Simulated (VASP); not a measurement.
GdAg:

```
Gd Ag
1.0
     3.65300    0.00000    0.00000
     0.00000    3.65300    0.00000
     0.00000    0.00000    3.65300
Gd Ag
1 1
Direct
  0.50000 0.50000 0.50000
  0.00000 0.00000 0.00000
```

Base run:

* Program: VASP 6.6.1
* Functional: r2SCAN
* Potentials or basis: VASP PAW PBE potentials, release 64 (Gd, Ag)
* Cutoff: 520 eV
* k mesh: 6 × 6 × 6
* Occupations: fermi-dirac, width 0.15 eV
* Spin: collinear spin, ferromagnetic start
* Starting moments: [4.9, 0.0] μB

Its results: pressure 0.3 GPa; net moment 7.56 μB per cell; site moments Gd +6.94; Ag +0.03 μB.

Task: The run is repeated on the same cell with these changes: k mesh from 6 × 6 × 6 to 4 × 4 × 4. What comes out?

Result: Pressure -0.5 GPa; net moment 7.67 μB per cell; site moments Gd +7.01; Ag +0.03 μB.

Caveats: some runs use coarse meshes; the PAW data sets were made with another functional, which shifts forces and pressure a little.
